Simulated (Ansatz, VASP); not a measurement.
**Ag: VASP beside Ansatz**

The input POSCAR:

```
Ag
1.0
    0.0000000000      2.0431000000      1.9613760000
    2.0431000000      0.0000000000      1.9613760000
    2.0431000000      2.0431000000      0.0000000000
Ag
1
Direct
    0.0000000000      0.0000000000      0.0000000000
```

File INCAR.step1:

```
  PREC = Accurate
  ENCUT = 520
  ISMEAR = 0
  SIGMA = 0.15
  LREAL = F
  LASPH = T
  NELM = 80
  NBANDS = 12
  GGA = PE
  ALGO = Normal
  EDIFF = 1E-4
  LWAVE = T
  LCHARG = F
```

The input INCAR.step2:

```
  PREC = Accurate
  ENCUT = 520
  EDIFF = 1E-6
  ISMEAR = 0
  SIGMA = 0.15
  LREAL = F
  LASPH = T
  NELM = 80
  ALGO = Normal
  ISIF = 2
  LWAVE = F
  LCHARG = F
  METAGGA = R2SCAN
  LMIXTAU = T
  NBANDS = 12
  ISTART = 1
```

Contents of KPOINTS:

```
regular mesh
0
Gamma
  20 20 20
```

Input for Ansatz:

```yaml
crystal:
  lattice:
    - [0.0, 2.0431, 1.961376]
    - [2.0431, 0.0, 1.961376]
    - [2.0431, 2.0431, 0.0]
  atoms:
    - { symbol: Ag, position: [0.0, 0.0, 0.0] }
basis:
  ecutwfc: 500
kpoints:
  mp_grid: { grid: [20, 20, 20] }
hamiltonian:
  xc: r2scan
scf:
  occupations: { method: gaussian, width: 0.15 }
output:
  forces: true
  stress: true
  eigenvalues: true
```

Change from the starting cell: strain +0.000 along x and y, -0.040 along z, atoms carried along.

Alike in both runs: task single point; functional r2SCAN; k mesh 20 × 20 × 20; occupations gaussian, width 0.15 eV; no spin polarisation.

|  | VASP | Ansatz |
| --- | --- | --- |
| version | VASP 6.6.1 | Ansatz 0.2.0 |
| potentials or method | VASP PAW PBE potentials, release 64 (Ag), cutoff 520 eV | scalar-relativistic, plane waves, PAW |
| valence electrons in the cell | 11 | 19 |

```csv
,VASP,Ansatz,Ansatz less VASP
gap on the k mesh at the Fermi level (eV),none,none,-
pressure (GPa),6.8,6.6,-0.24
"traceless stress, the component that is largest in VASP (GPa)",1.10,1.08,-0.018
```

VASP's potentials were made for PBE, not for r2SCAN. A gap of «none» marks a metal or a gap that the smearing closes. VASP's potentials hold 11 valence electrons a cell and Ansatz's 19, so a difference there can come from the potentials and not from the codes.
